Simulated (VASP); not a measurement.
## K: single point with BLYP

The system is K.

```xyz
2
Lattice="0.0000 5.0785 5.0785 5.0785 0.0000 5.0785 5.0785 5.0785 0.0000" Properties=species:S:1:pos:R:3 pbc="T T T"
K     1.2696    1.2696    1.2696
K     8.8873    8.8873    8.8873
```

This isn't the form of K at room conditions, which is bcc.

| Quantity | Value |
| --- | --- |
| Program | VASP 6.6.1 |
| Task | single point |
| Functional | BLYP |
| Potentials or basis | VASP PAW PBE potentials, release 64 (K_sv) |
| Cutoff | 520 eV |
| k mesh | 9 × 9 × 9 |
| Occupations | fermi-dirac, width 0.1 eV |
| Spin | no spin polarisation |

```
Pressure : 0.0 GPa
```

Levels at points of the mesh, in eV from the Fermi level:
```csv
k point,band 5,band 6,band 7,band 8,band 9,band 10,band 11,band 12,band 13,band 14
"(0.00, 0.00, 0.00)",-16.11,-16.07,-16.07,-16.07,-1.44,2.19,2.19,2.19,2.52,2.52
```

Run time: 100 s on 1 thread of Intel(R) Xeon(R) 6975P-C (Granite Rapids), with other jobs on the host, peak memory 0.45 GiB.

Caveat: the PAW data sets were made with another functional, which shifts forces and pressure a little.
